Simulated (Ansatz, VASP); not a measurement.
Two plane-wave programs on Br

```
Br
1.0
    -1.44230    1.44230    3.67844
     1.44230   -1.44230    3.67844
     1.44230    1.44230   -3.67844
Br
1
Direct
  0.00000 0.00000 0.00000
```

Alike in both runs: task single point; functional PBEsol; k mesh 20 × 20 × 20; occupations gaussian, width 0.1 eV; no spin polarisation.

```csv
,VASP,Ansatz
version,VASP 6.6.1,Ansatz 0.2.0
potentials or method,"VASP PAW PBE potentials, release 64 (Br), cutoff 520 eV","scalar-relativistic, plane waves, PAW"
valence electrons in the cell,7,7
```

Ansatz gave:

```
gap on the k mesh at the Fermi level (eV)                     : none
pressure (GPa)                                                : -2.4
traceless stress, the component that is largest in VASP (GPa) : 2.31
```

Q: Estimate VASP's values.

A: gap on the k mesh at the Fermi level (eV): none; pressure (GPa): -2.3; traceless stress, the component that is largest in VASP (GPa): 2.28.

VASP's potentials were made for PBE, not for PBEsol. A gap of «none» marks a metal or a gap that the smearing closes.
